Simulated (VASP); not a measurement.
Write the native input for VASP 6.6.1 that does the following.

| Quantity | Value |
| --- | --- |
| Task | single point |
| Functional | PBE |
| Potentials or basis | VASP PAW PBE potentials, release 64 (Hf_pv, Pd, Se, Br, O) |
| Cutoff | 520 eV |
| k mesh | 3 × 3 × 2 |
| Occupations | gaussian, width 0.15 eV |
| Spin | no spin polarisation |
| Dipole correction | no |
| Further INCAR settings | ALGO = Normal; EDIFF = 1e-07; NBANDS = 53 |

The structure of Hf2Pd2Se2Br2O3 lies in POSCAR:

```
Hf2Pd2Se2Br2O3
1.0
    6.6325584877      0.0000000000      0.0000000000
   -3.3162792439      5.7439641424      0.0000000000
    0.0000000000      0.0000000000      9.2095939489
Hf Pd Se Br O
2 2 2 2 3
Direct
    0.3333333333      0.6666666667      0.0000000000
    0.6666666667      0.3333333333      0.0000000000
    0.0000000000      0.0000000000      0.2515792853
    0.0000000000      0.0000000000      0.7484207147
    0.3333333333      0.6666666667      0.5000000000
    0.6666666667      0.3333333333      0.5000000000
    0.0000000000      0.0000000000      0.5000000000
    0.0000000000      0.0000000000      0.0000000000
    0.5000000000      0.0000000000      0.0000000000
    0.0000000000      0.5000000000      0.0000000000
    0.5000000000      0.5000000000      0.0000000000
```

The input as run:

INCAR

```
SYSTEM = Hf2Pd2Se2Br2O3
ALGO     = Normal         ! electronic algorithm
EDIFF    = 1E-7           ! SCF threshold, eV
ENCUT    = 520            ! plane-wave cutoff, eV
GGA      = PE             ! functional
ISIF     = 2              ! what is computed and relaxed
ISMEAR   = 0              ! smearing method
LASPH    = .True.         ! aspherical terms in the spheres
LCHARG   = .True.         ! write CHGCAR
LELF     = .True.         ! ELF
LREAL    = .False.        ! projectors in reciprocal space
LVHAR    = .True.       
LWAVE    = .False.        ! write WAVECAR
NBANDS   = 53             ! bands
NELM     = 60             ! most SCF steps
PREC     = Accurate       ! precision mode
SIGMA    = 0.15           ! smearing width, eV
```

KPOINTS

```
k-points
0
Gamma
  3 3 2
  0 0 0
```

Potentials or basis: VASP PAW PBE potentials, release 64 (Hf_pv, Pd, Se, Br, O).

The run is started by

```console
$ cat potpaw_PBE.64/Hf_pv/POTCAR potpaw_PBE.64/Pd/POTCAR potpaw_PBE.64/Se/POTCAR potpaw_PBE.64/Br/POTCAR potpaw_PBE.64/O/POTCAR > POTCAR
$ mpirun -np 1 vasp_std > vasp.out
```

It gave:

- Pressure: -0.1 GPa
- Largest force: 0.017 eV/Å
- Band gap on the k mesh: zero (band 42 reaches 0.60 eV, above the bottom of band 43 at 0.36 eV)

Caveat: the k points lie up to 0.36 Å⁻¹ apart; spin-orbit coupling is left out, which moves the levels of the heavy elements.

Run time: 5.2 min on 1 thread of Intel(R) Xeon(R) Platinum 8488C (Sapphire Rapids), on a shared host, peak memory 0.51 GiB.
